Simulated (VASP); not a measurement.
SrCl2: single point with PBE

The system is SrCl2.

```
Sr Cl
1.0
     4.15604    0.00000    0.00000
    -2.07802    3.59923    0.00000
     0.00000    0.00000    5.27709
Sr Cl
1 2
Cartesian
  0.0000 0.0000 0.0000
  0.0000 2.3995 1.4592
  2.0780 1.1997 3.8179
```

This cell differs from its parent crystal: strain -5.7%.

```json
{"Program": "VASP 6.6.1", "Task": "single point", "Functional": "PBE", "Potentials or basis": "VASP PAW PBE potentials, release 64 (Sr_sv, Cl)", "Cutoff": "520 eV", "k mesh": "6 × 6 × 6", "Occupations": "fermi-dirac, width 0.02 eV", "Spin": "no spin polarisation"}
```

The pressure is 7.0 GPa, the largest force is 0.030 eV/Å and the band gap on the k mesh is 4.91 eV (least direct gap 5.56 eV).

Forces in eV/Å, atoms in the order of the input:
```
Sr   0.000  0.000  0.000
Cl   0.000  0.000  0.030
Cl   0.000  0.000 -0.030
```

Stress tensor (GPa, compression positive):
```
7.64 0.00 0.00
0.00 7.64 0.00
0.00 0.00 5.81
```

Levels at points of the mesh, in eV from the valence-band top:
```tsv
k point	band 10	band 11	band 12	band 13	band 14	band 15
(0.00, 0.00, 0.00)	-0.49	-0.49	0.00	5.56	6.74	6.74
(0.50, 0.00, 0.00)	-1.11	-1.08	-0.88	4.91	7.55	8.35
(0.00, 0.00, 0.50)	-1.43	-0.90	-0.90	6.32	6.32	6.75
(0.50, 0.00, 0.50)	-0.74	-0.67	-0.30	5.89	7.82	8.10
```

Wall time 16 s on 1 thread of Intel(R) Xeon(R) 6975P-C (Granite Rapids), on a shared host, peak memory 0.21 GiB.

Caveat: the cell differs from its parent crystal (strain -5.7%); the cell stands under pressure. A k mesh can miss the band edges.
